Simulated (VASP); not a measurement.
Runs of VASP 6.6.1 on Y. The structure is that of space group P6_3/mmc (No. 194), or close to it. The cells are those of the table. 

| cell | gap on the mesh (eV) | pressure (GPa) |
| --- | --- | --- |
| a = 3.798, b = 3.798, c = 12.187 Å, angles 90.0, 90.0, 120.0°, 4 atoms | none | -3.5 |
| a = 3.505, b = 3.505, c = 11.246 Å, angles 90.0, 90.0, 120.0°, 4 atoms | none | 5.4 |
| a = 3.557, b = 3.557, c = 11.413 Å, angles 90.0, 90.0, 120.0°, 4 atoms | none | (b) |
| a = 3.657, b = 3.657, c = 11.735 Å, angles 90.0, 90.0, 120.0°, 4 atoms | none | (a) |
| a = 3.752, b = 3.752, c = 12.040 Å, angles 90.0, 90.0, 120.0°, 4 atoms | none | -2.5 |
| a = 3.608, b = 3.608, c = 11.577 Å, angles 90.0, 90.0, 120.0°, 4 atoms | none | 1.4 |
| a = 3.705, b = 3.705, c = 11.890 Å, angles 90.0, 90.0, 120.0°, 4 atoms | none | -1.4 |

Alike in all rows: task single point; level RPBE; potentials or basis VASP PAW PBE potentials, release 64 (Y_sv); no spin polarisation; k mesh 11 × 11 × 3; cutoff (eV) 520; smearing fermi-dirac 0.1 eV.

**Question.** Fill in the values left out.

**Answer.** (a) -0.1; (b) 3.3.

Caveats: the PAW data sets were made with another functional, which shifts forces and pressure a little.

A k mesh can miss the band edges, and the runs leave out spin-orbit coupling on Y.

A gap of «none» marks levels without a gap at the run's occupations.
